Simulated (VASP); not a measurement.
# Cr (Im-3m) in VASP: further runs

Cr is run at these levels: PBE, PBEsol+D3(BJ), PBEsol; tasks: single point, relaxation of cell and atoms.

Everything below comes from runs of VASP 6.6.1. Logs are shortened: lines on timing, memory, paths and dates and some standing lists are left out, and cuts for length are marked.

## (1) The cell of the first run

It takes space group Im-3m (No. 229, cubic). Conventional cell: a = 2.969 Å, b = 2.969 Å, c = 2.969 Å, α = 90.00°, β = 90.00°, γ = 90.00°. Cr (site symmetry m-3m) has 14 Cr at 2.57 to 2.97 Å within 3.4 Å.

## (2) Single point, PBE, collinear spin, ferromagnetic start

Contents of INCAR:

```
ALGO = Fast
EDIFF = 1E-6
ENCUT = 520
GGA = PE
ISIF = 2
ISMEAR = -1
ISPIN = 2
LASPH = True
LCHARG = False
LMAXMIX = 4
LORBIT = 11
LREAL = False
LWAVE = False
MAGMOM = 3
NBANDS = 16
NELM = 150
PREC = Accurate
SIGMA = 0.05
```

Contents of KPOINTS:

```
k-points
0
Gamma
  12 12 12
```

Contents of POSCAR:

```
Cr
1.0
   -1.4844496776      1.4844496776      1.4844496776
    1.4844496776     -1.4844496776      1.4844496776
    1.4844496776      1.4844496776     -1.4844496776
Cr
1
Direct
    0.0000000000      0.0000000000      0.0000000000
```

Potentials or basis: VASP PAW PBE potentials, release 64 (Cr_pv).

The run is started by

```sh
cat potpaw_PBE.64/Cr_pv/POTCAR > POTCAR
mpirun -np 1 vasp_std > vasp.out
```

OUTCAR:

```text
EDIFF = 1E-6
   ENCUT = 520
   GGA = PE
   ISIF = 2
   ISMEAR = -1
   ISPIN = 2
   LASPH = True
   LORBIT = 11
   LREAL = False
   NELM = 150
   PREC = Accurate

 ion  position               nearest neighbor table
   1  0.000  0.000  0.000-

  LATTYP: Found a body centered cubic cell.
 ALAT       =     2.9688993552

  Lattice vectors:

 A1 = (  -1.4844496776,   1.4844496776,   1.4844496776)
 A2 = (   1.4844496776,  -1.4844496776,   1.4844496776)
 A3 = (   1.4844496776,   1.4844496776,  -1.4844496776)

Analysis of symmetry for initial positions (statically):
=====================================================================
 Subroutine PRICEL returns:
 Original cell was already a primitive cell.

 Routine SETGRP: Setting up the symmetry group for a
 body centered cubic supercell.

 Subroutine GETGRP returns: Found 48 space group operations
 (whereof 48 operations were pure point group operations)
 out of a pool of 48 trial point group operations.

The static configuration has the point symmetry O_h .

Analysis of symmetry for dynamics (positions and initial velocities):
=====================================================================
 Subroutine PRICEL returns:
 Original cell was already a primitive cell.

 Routine SETGRP: Setting up the symmetry group for a
 body centered cubic supercell.

 Subroutine GETGRP returns: Found 48 space group operations
 (whereof 48 operations were pure point group operations)
 out of a pool of 48 trial point group operations.

The dynamic configuration has the point symmetry O_h .

Analysis of structural, dynamic, and magnetic symmetry:
=====================================================================
 Subroutine PRICEL returns:
 Original cell was already a primitive cell.

 Routine SETGRP: Setting up the symmetry group for a
 body centered cubic supercell.

 Subroutine GETGRP returns: Found 48 space group operations
 (whereof 48 operations were pure point group operations)
 out of a pool of 48 trial point group operations.

The overall configuration has the point symmetry O_h .

 Subroutine INISYM returns: Found 48 space group operations
 (whereof 48 operations are pure point group operations),
 and found     1 'primitive' translations

----------------------------------------------------------------------------------------

                                     Primitive cell

  volume of cell :      13.0845

  direct lattice vectors                    reciprocal lattice vectors
    -1.484449678  1.484449678  1.484449678     0.000000000  0.336825160  0.336825160
     1.484449678 -1.484449678  1.484449678     0.336825160  0.000000000  0.336825160
     1.484449678  1.484449678 -1.484449678     0.336825160  0.336825160  0.000000000

  length of vectors
     2.571142263  2.571142263  2.571142263     0.476342709  0.476342709  0.476342709

  position of ions in fractional coordinates (direct lattice)
     0.000000000  0.000000000  0.000000000

  ion indices of the primitive-cell ions
   primitive index   ion index
                 1           1

----------------------------------------------------------------------------------------

 KPOINTS: k-points

Automatic generation of k-mesh.
 Grid dimensions read from file:
 generate k-points for:   12   12   12

 Generating k-lattice:

  Cartesian coordinates                     Fractional coordinates (reciprocal lattice)
     0.000000000  0.028068763  0.028068763     0.083333333  0.000000000  0.000000000
     0.028068763  0.000000000  0.028068763     0.000000000  0.083333333  0.000000000
     0.028068763  0.028068763  0.000000000     0.000000000  0.000000000  0.083333333

  Length of vectors
     0.039695226  0.039695226  0.039695226

  Shift w.r.t. Gamma in fractional coordinates (k-lattice)
     0.000000000  0.000000000  0.000000000

 Subroutine IBZKPT returns following result:
 ===========================================

 Found     72 irreducible k-points:

 Following reciprocal coordinates:
            Coordinates               Weight
  0.000000  0.000000  0.000000      1.000000
  0.083333  0.000000  0.000000     12.000000
  0.166667  0.000000  0.000000     12.000000
  0.250000  0.000000  0.000000     12.000000
  0.333333  0.000000  0.000000     12.000000
  0.416667  0.000000  0.000000     12.000000
[... 16 lines left out ...]
  0.333333  0.083333  0.083333     24.000000
  0.416667  0.083333  0.083333     12.000000
 [... further k-points ...]
   k-points           NKPTS =     72   k-points in BZ     NKDIM =     72   number of bands    NBANDS=     16
   number of dos      NEDOS =    301   number of ions     NIONS =      1
   total plane-waves  NPLWV =   8000
   dimension x,y,z NGX =    20 NGY =   20 NGZ =   20
   dimension x,y,z NGXF=    40 NGYF=   40 NGZF=   40
   ions per type =               1
   NGX,Y,Z   is equivalent  to a cutoff of  12.93, 12.93, 12.93 a.u.
   NGXF,Y,Z  is equivalent  to a cutoff of  25.86, 25.86, 25.86 a.u.
 SYSTEM =  unknown system
   PREC   = accura    normal or accurate (medium, high low for compatibility)
   ISTART =      0    job   : 0-new  1-cont  2-samecut
   ICHARG =      2    charge: 1-file 2-atom 10-const
   ISPIN  =      2    spin polarized calculation?
   LNONCOLLINEAR =      F non collinear calculations
   LSORBIT =      F    spin-orbit coupling
   LASPH  =      T    aspherical Exc in radial PAW
   ENCUT  =  520.0 eV  38.22 Ry    6.18 a.u.   4.78  4.78  4.78*2*pi/ulx,y,z
   NELM   =    150;   NELMIN=  2; NELMDL= -5     # of ELM steps
   EDIFF  = 0.1E-05   stopping-criterion for ELM
   LREAL  =      F    real-space projection
[... 7 lines left out ...]
   TEBEG  =    0.0;   TEEND  =   0.0 temperature during run
   PSTRESS=    0.0 pullay stress
   NELECT =      12.0000    total number of electrons
   NUPDOWN=      -1.0000    fix difference up-down
   EMIN   =  10.00;   EMAX   =-10.00  energy-range for DOS
   EFERMI =   0.00;   METHOD = LEGACY
   ISMEAR =    -1;   SIGMA  =   0.05  broadening in eV -4-tet -1-fermi 0-gaus
   EFERMI_NEDOS =   21; number of points for ismear=-14 and -15
   IALGO  =     68    algorithm
   IMIX   =      4    mixing-type and parameters
     AMIX     =   0.40;   BMIX     =  1.00
     AMIX_MAG =   1.60;   BMIX_MAG =  1.00
  volume/ion in A,a.u.               =      13.08        88.30
  Fermi-wavevector in a.u.,A,eV,Ry     =   1.590559  3.005721 34.421077  2.529878
  Thomas-Fermi vector in A             =   2.689235
   LORBIT       =     11    0 simple, 1 ext, 2 COOP (PROOUT), +10 PAW based schemes
   GGA     = PE    functional components
   LHFCALC =     F    Hartree Fock is set to
   AEXX    =    0.0000 exact exchange contribution
   IVDW    =     0    specifies the selected vdW correction
   LEPSILON=     F    determine dielectric tensor
   LRPA    =     F    only Hartree local field effects (RPA)
 spin polarized calculation
 RMM-DIIS sequential band-by-band and
  energy-cutoff  :      520.00
  volume of cell :       13.08
 maximum number of plane-waves:       370
   NGX =  9   NGY =  9   NGZ =  9

 number of electron      12.0000008 magnetization       0.0005622

 number of electron      12.0000008 magnetization      -0.0000004

 Free energy of the ion-electron system (eV)
  ---------------------------------------------------
  ext. energy  EPLUGINS =         0.00000000
  ---------------------------------------------------
  free energy    TOTEN  =        -9.38468074 eV

  energy without entropy =       -9.37892670  energy(sigma->0) =       -9.38180372

 E-fermi :   9.2536     XC(G=0): -12.9638

 val. band max:        9.2004078167   @ k =  -0.2500   0.3333   0.1667
 cond. band min:       9.2865428102   @ k =   0.4167   0.0833   0.0000
 fundamental gap:      0.0861349935
 Fermi energy:         9.2536058360

 spin component 1

 k-point     1 :       0.0000    0.0000    0.0000
  band No.  band energies     occupation
      1     -33.5708      1.00000
      2     -33.5708      1.00000
      3     -33.5708      1.00000
      4       1.9047      1.00000
      5       8.5322      1.00000
      6       8.5322      1.00000
[... 8 lines left out ...]
     15      36.9896      0.00000
     16      40.5600      0.00000

 k-point     2 :       0.0833    0.0000    0.0000
  band No.  band energies     occupation
      1     -33.6132      1.00000
      2     -33.5842      1.00000
      3     -33.5709      1.00000
      4       2.1769      1.00000
      5       8.4360      1.00000
      6       8.5141      1.00000
[... 8 lines left out ...]
     15      37.3946      0.00000
     16      37.9300      0.00000

 k-point     3 :       0.1667    0.0000    0.0000
  band No.  band energies     occupation
      1     -33.7281      1.00000
      2     -33.6208      1.00000
      3     -33.5713      1.00000
      4       2.9480      1.00000
      5       8.1811      1.00000
      6       8.4107      1.00000
[... 8 lines left out ...]
     15      35.8358      0.00000
     16      36.0864      0.00000

 k-point     4 :       0.2500    0.0000    0.0000
  band No.  band energies     occupation
      1     -33.8825      1.00000
      2     -33.6705      1.00000
      3     -33.5719      1.00000
      4       4.0439      1.00000
      5       7.8499      1.00000
      6       8.2491      1.00000
[... 8 lines left out ...]
     15      35.2897      0.00000
     16      37.0533      0.00000
[... 324 lines left out ...]
 k-point    22 :       0.2500    0.0833    0.0833
  band No.  band energies     occupation
      1     -34.0387      1.00000
      2     -33.7220      1.00000
      3     -33.6087      1.00000
      4       5.4869      1.00000
      5       7.4237      1.00000
      6       7.8825      1.00000
[... 8 lines left out ...]
     15      38.4312      0.00000
     16      39.9610      0.00000

 k-point    23 :       0.3333    0.0833    0.0833
  band No.  band energies     occupation
      1     -34.1142      1.00000
      2     -33.7748      1.00000
      3     -33.6114      1.00000
      4       5.8331      1.00000
      5       7.2316      1.00000
      6       8.5827      1.00000
[... 8 lines left out ...]
     15      38.3304      0.00000
     16      40.2004      0.00000

 k-point    24 :       0.4167    0.0833    0.0833
  band No.  band energies     occupation
      1     -34.1408      1.00000
      2     -33.7948      1.00000
      3     -33.6123      1.00000
      4       5.8533      1.00000
      5       7.1650      1.00000
      6       9.0464      0.98438
[... 8 lines left out ...]
     15      38.4245      0.00000
     16      39.7913      0.00000

 [... further k-points ...]

 spin component 2

 k-point     1 :       0.0000    0.0000    0.0000
  band No.  band energies     occupation
      1     -33.5714      1.00000
      2     -33.5714      1.00000
      3     -33.5714      1.00000
      4       1.9047      1.00000
      5       8.5323      1.00000
      6       8.5323      1.00000
[... 8 lines left out ...]
     15      36.9890      0.00000
     16      41.0396      0.00000

 k-point     2 :       0.0833    0.0000    0.0000
  band No.  band energies     occupation
      1     -33.6138      1.00000
      2     -33.5849      1.00000
      3     -33.5715      1.00000
      4       2.1768      1.00000
      5       8.4361      1.00000
      6       8.5142      1.00000
[... 8 lines left out ...]
     15      37.4075      0.00000
     16      37.9310      0.00000

 k-point     3 :       0.1667    0.0000    0.0000
  band No.  band energies     occupation
      1     -33.7287      1.00000
      2     -33.6214      1.00000
      3     -33.5720      1.00000
      4       2.9479      1.00000
      5       8.1812      1.00000
      6       8.4107      1.00000
[... 8 lines left out ...]
     15      35.8357      0.00000
     16      36.0880      0.00000

 k-point     4 :       0.2500    0.0000    0.0000
  band No.  band energies     occupation
      1     -33.8831      1.00000
      2     -33.6711      1.00000
      3     -33.5725      1.00000
      4       4.0438      1.00000
      5       7.8500      1.00000
      6       8.2491      1.00000
[... 8 lines left out ...]
     15      35.2901      0.00000
     16      37.0531      0.00000
[... 324 lines left out ...]
 k-point    22 :       0.2500    0.0833    0.0833
  band No.  band energies     occupation
      1     -34.0393      1.00000
      2     -33.7226      1.00000
      3     -33.6093      1.00000
      4       5.4868      1.00000
      5       7.4238      1.00000
      6       7.8824      1.00000
[... 8 lines left out ...]
     15      38.4326      0.00000
     16      39.9608      0.00000

 k-point    23 :       0.3333    0.0833    0.0833
  band No.  band energies     occupation
      1     -34.1148      1.00000
      2     -33.7754      1.00000
      3     -33.6120      1.00000
      4       5.8331      1.00000
      5       7.2317      1.00000
      6       8.5825      1.00000
[... 8 lines left out ...]
     15      38.3304      0.00000
     16      40.2005      0.00000

 k-point    24 :       0.4167    0.0833    0.0833
  band No.  band energies     occupation
      1     -34.1414      1.00000
      2     -33.7954      1.00000
      3     -33.6130      1.00000
      4       5.8533      1.00000
      5       7.1651      1.00000
      6       9.0462      0.98445
[... 8 lines left out ...]
     15      38.4245      0.00000
     16      39.7915      0.00000

 [... further k-points ...]
[... 5 lines left out ...]
  --------------------------------------------------------------------------------------
  -------------------------------------------------------------------------------------
  Total       -2.0637738     -2.0637738     -2.0637738      0.0000000     -0.0000000     -0.0000000
  in kB     -252.7064025   -252.7064025   -252.7064025      0.0000000     -0.0000000     -0.0000000
  external PRESSURE =    -252.7064025 kB  Pullay stress =       0.0000000 kB

 VOLUME and BASIS-vectors are now :
 -----------------------------------------------------------------------------
  energy-cutoff  :      520.00
  volume of cell :       13.08
      direct lattice vectors                 reciprocal lattice vectors
    -1.484449678  1.484449678  1.484449678     0.000000000  0.336825160  0.336825160
     1.484449678 -1.484449678  1.484449678     0.336825160  0.000000000  0.336825160
     1.484449678  1.484449678 -1.484449678     0.336825160  0.336825160  0.000000000

 POSITION                                       TOTAL-FORCE (eV/Angst)
 -----------------------------------------------------------------------------------
      0.00000      0.00000      0.00000        -0.000000     -0.000000     -0.000000
 -----------------------------------------------------------------------------------
    total drift:                                0.000000     -0.000000      0.000000

  FREE ENERGIE OF THE ION-ELECTRON SYSTEM (eV)
  ---------------------------------------------------
  free  energy   TOTEN  =        -9.3846807381 eV

  energy  without entropy=       -9.3789267020  energy(sigma->0) =       -9.38180372

 total charge

# of ion       s       p       d       tot
------------------------------------------
    1        0.396   6.328   4.091  10.815

 magnetization (x)

# of ion       s       p       d       tot
------------------------------------------
    1       -0.000   0.000   0.000  -0.000
```

Run time: 14 s. Hardware: 1 thread of Intel Xeon 6975P-C (Granite Rapids), shared host; peak memory 0.13 GiB.

What came out:

```
Free energy                                           : -9.3847 eV
Pressure                                              : -25.3 GPa
Band gap on the k mesh                                : zero (filled and empty bands overlap)
Net moment                                            : 0.00 μB per cell
Valence electrons inside the program's atomic spheres : Cr 10.81
```

Caveat: the starting moments collapsed, and a magnetic state may lie lower.

## (3) Relaxation of cell and atoms, PBEsol+D3(BJ), collinear spin, ferromagnetic start

Contents of INCAR:

```
SYSTEM = Cr
PREC = Accurate
ENCUT = 600
EDIFF = 1E-6
ISMEAR = -1
SIGMA = 0.05
LREAL = .FALSE.
LASPH = .TRUE.
NELM = 150
ALGO = Normal
ISIF = 3
LWAVE = .FALSE.
LCHARG = .FALSE.
ISPIN = 2
MAGMOM = 3
LORBIT = 11
LMAXMIX = 4
GGA = PS
IVDW = 12
IBRION = 2
NSW = 80
EDIFFG = -0.02
```

Contents of KPOINTS:

```
Automatic mesh
0
G
  12 12 12
  0 0 0
```

POSCAR is that of step 2.

Potentials or basis: VASP PAW PBE potentials, release 64 (Cr_pv).

The run is started by

```sh
cat potpaw_PBE.64/Cr_pv/POTCAR > POTCAR
mpirun -np 1 vasp_std > vasp.out
```

Run time: 39 s. Hardware: 1 thread of Intel Xeon 6975P-C (Granite Rapids), shared host; peak memory 0.18 GiB.

It converged, with:

```
Free energy                                           : -10.7338 eV
Relaxed volume                                        : 10.84 Å³/atom
Relaxed cell                                          : a = 2.415 Å, b = 2.415 Å, c = 2.415 Å, α = 109.47°, β = 109.47°, γ = 109.47°
Space group after relaxing (to 0.05 Å)                : Im-3m (No. 229)
Energy gained by relaxing                             : 312.2 meV/atom
Ionic steps                                           : 5
Pressure after relaxing                               : 0.0 GPa
Band gap on the k mesh                                : zero (filled and empty bands overlap)
Net moment                                            : 0.00 μB per cell
Valence electrons inside the program's atomic spheres : Cr 11.21
Dispersion energy per atom                            : -0.489 eV
```

Step by step:
```csv
step,energy change (eV),largest force (eV/Å),pressure (GPa),volume (Å³)
1,0.0000,0.0000,-37.70,13.08
2,0.7845,0.0000,164.19,8.08
3,-0.3094,0.0000,-4.90,11.02
4,-0.3119,0.0000,-1.50,10.89
5,-0.3122,0.0000,-0.02,10.84
```

Final structure:
```xyz
1
Lattice="-1.3941 1.3941 1.3941 1.3941 -1.3941 1.3941 1.3941 1.3941 -1.3941" Properties=species:S:1:pos:R:3 pbc="T T T"
Cr    0.0000    0.0000    0.0000
```

Levels at points of the mesh, in eV from the Fermi level:
Spin up:
```csv
k point,band 4,band 5,band 6,band 7,band 8,band 9
"(0.00, 0.00, 0.00)",-8.10,-0.97,-0.97,-0.97,1.23,1.23
"(0.50, 0.00, 0.00)",-4.77,-2.67,1.26,1.29,1.62,3.16
"(0.50, 0.50, 0.50)",-4.74,-4.74,2.73,2.73,2.73,7.17
```
Spin down:
| k point | band 3 | band 4 | band 5 | band 6 | band 7 | band 8 | band 9 | band 10 |
| --- | --- | --- | --- | --- | --- | --- | --- | --- |
| (0.00, 0.00, 0.00) | -42.46 | -8.10 | -0.97 | -0.97 | -0.97 | 1.23 | 1.23 | 7.17 |
| (0.50, 0.00, 0.00) | -42.47 | -4.77 | -2.67 | 1.26 | 1.29 | 1.62 | 3.16 | 7.17 |
| (0.50, 0.50, 0.50) | -43.23 | -4.74 | -4.74 | 2.73 | 2.73 | 2.73 | 7.17 | 11.18 |

Caveat: the starting moments collapsed, and a magnetic state may lie lower; the volume moved by over 15 % at a fixed basis, so the end points are rough; the PAW data sets were made with another functional, which shifts forces and pressure a little; pairwise dispersion overbinds metals, which lowers pressure and volume.

(Continued in part 2 of 2.)
